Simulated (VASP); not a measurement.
The system is Ge.

```xyz
1
Lattice="-1.6084 1.6084 1.8732 1.6084 -1.6084 1.8732 1.6084 1.6084 -1.8732" Properties=species:S:1:pos:R:3 pbc="T T T"
Ge    0.0000    0.0000    1.8732
```

Base run:

- Program: VASP 6.6.1
- Functional: revPBE
- Potentials or basis: VASP PAW PBE potentials, release 64 (Ge_d)
- Cutoff: 520 eV
- k mesh: 12 × 12 × 12
- Occupations: fermi-dirac, width 0.05 eV
- Spin: no spin polarisation

Its results: band gap on the k mesh zero (bands 7 and 8 overlap by 11.36 eV); pressure 1.6 GPa.

Question: The run is repeated on the same cell with these changes: functional from revPBE to B3LYP; k mesh from 12 × 12 × 12 to 6 × 6 × 6. What comes out?

Answer: Band gap on the k mesh zero (bands 7 and 8 overlap by 12.69 eV); pressure 4.0 GPa.

Several settings changed at once.

Caveats: some runs use coarse meshes; the PAW data sets were made with another functional, which shifts forces and pressure a little.
